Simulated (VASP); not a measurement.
BaTiO3: single point with LDA+U

The system is BaTiO3.

```
CELL_PARAMETERS angstrom
2.82767 -4.89766 0.00000
5.65534 0.00000 0.00000
2.82767 -1.63255 4.63546
ATOMIC_POSITIONS crystal
Ba 0.91779 0.96775 0.97384
Ba 0.57743 0.65456 0.34893
Ti 0.85544 0.70465 0.78241
Ti 0.22545 0.19420 0.34593
O 0.10784 0.46592 0.94252
O 0.52682 0.06235 0.36076
O 0.62665 0.39895 0.01957
O 0.86137 0.04878 0.56098
O 0.50458 0.98890 0.05292
O 0.81793 0.53523 0.54825
```

```json
{"Program": "VASP 6.6.1", "Task": "single point", "Functional": "LDA", "Potentials or basis": "VASP PAW LDA potentials, release 64 (Ba_sv, Ti_sv, O)", "Cutoff": "600 eV", "k mesh": "6 × 6 × 6", "Occupations": "fermi-dirac, width 0.05 eV", "Spin": "no spin polarisation", "Hubbard terms": "Ti d U = 5.0 eV"}
```

```yaml
Pressure: 71.4 GPa
Largest_force: 25.495 eV/Å
Band_gap_on_the_k_mesh: 0.68 eV (least direct gap 0.80 eV)
```

Forces in eV/Å, atoms in the order of the input:
```
Ba   11.074 -11.226  -1.506
Ba  -21.873   4.393  12.340
Ti  -10.843   6.060  -1.852
Ti    2.410  13.070  -5.255
O    -0.553  -3.720   1.613
O     5.251  -8.896   8.145
O     4.719   2.506  -0.087
O     1.905  -1.001  -5.360
O     2.770  12.756 -11.881
O     5.139 -13.942   3.843
```

Stress tensor (GPa, compression positive):
```
 65.42  -2.85 -10.53
 -2.85  78.13 -27.29
-10.53 -27.29  70.64
```

Levels at points of the mesh, in eV from the valence-band top:
```tsv
k point	band 38	band 39	band 40	band 41	band 42	band 43
(0.00, 0.00, 0.00)	-1.29	-0.52	-0.13	0.83	1.20	1.33
(0.50, 0.00, 0.00)	-1.54	-0.84	-0.22	0.68	1.09	1.54
(0.00, 0.50, 0.00)	-1.38	-0.18	0.00	0.84	1.12	1.59
(0.50, 0.50, 0.50)	-1.28	-0.58	-0.06	0.78	1.16	1.45
(0.50, 0.50, 0.00)	-1.34	-0.48	-0.20	0.97	1.19	1.55
(0.00, 0.50, 0.50)	-1.46	-0.67	-0.25	1.08	1.33	1.57
(0.50, 0.00, 0.50)	-1.74	-0.94	-0.28	0.92	1.33	1.35
(0.00, 0.00, 0.50)	-1.59	-0.80	-0.31	1.09	1.29	1.54
```

Eigenvalues of the final occupation matrices:
```csv
site,spin,trace,eigenvalues
site 3 d,1,1.06,0.11 0.15 0.19 0.29 0.31
site 3 d,2,1.06,0.11 0.15 0.19 0.29 0.31
site 4 d,1,1.10,0.07 0.13 0.18 0.25 0.47
site 4 d,2,1.10,0.07 0.13 0.18 0.25 0.47
```

It took 4.7 min on 4 MPI ranks on Intel(R) Xeon(R) 6975P-C (Granite Rapids) (shared host), peak memory 0.77 GiB a rank.

Caveat: atoms lie so close that the PAW spheres overlap strongly, which falsifies energies and pressures; the stress differs along the axes, from 65 to 78 GPa; spin-orbit coupling is left out, which moves the levels of the heavy elements; forces of over 1 eV/Å act on the atoms, so gaps and moduli don't describe the material at rest. A k mesh can miss the band edges.
